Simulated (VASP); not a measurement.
Input of a VASP 6.6.1 run:

The input INCAR:

```
ALGO = Normal
DIPOL = 0.5 0.5 0.500
EDIFF = 1E-7
ENCUT = 520
GGA = PS
IDIPOL = 3
ISIF = 2
ISMEAR = 1
LASPH = True
LCHARG = False
LDIPOL = True
LREAL = False
LWAVE = False
NBANDS = 15
NELM = 100
PREC = Accurate
SIGMA = 0.1
```

The input KPOINTS:

```
k-points
0
Gamma
  17 17 1
```

Contents of POSCAR:

```
Be
1.0
    2.2575068439      0.0000000000      0.0000000000
    1.1287534220      1.9550582761      0.0000000000
    0.0000000000      0.0000000000     24.8780771680
Be
6
Direct
    0.6666666667      0.6666666667      0.3173036769
    0.0000000000      0.0000000000      0.3912119019
    0.6666666667      0.6666666667      0.4637465407
    0.0000000000      0.0000000000      0.5362534343
    0.6666666667      0.6666666667      0.6087897032
    0.0000000000      0.0000000000      0.6826947430
```

Potentials or basis: VASP PAW PBE potentials, release 64 (Be).

Run with:

```bash
$ cat potpaw_PBE.64/Be/POTCAR > POTCAR
$ mpirun -np 1 vasp_std > vasp.out
```

Question: Predict the largest force.

Answer: 0.015 eV/Å.

Question: Predict the band gap on the k mesh.

Answer: Zero (band 6 reaches 0.60 eV, above the bottom of band 7 at -2.67 eV).

Forces on the atoms (eV/Å):
```
Be   0.000  0.000  0.015
Be   0.000  0.000 -0.013
Be   0.000  0.000 -0.008
Be   0.000  0.000  0.008
Be   0.000  0.000  0.013
Be   0.000  0.000 -0.015
```

Caveat: the PAW data sets were made with another functional, which shifts forces and pressure a little.
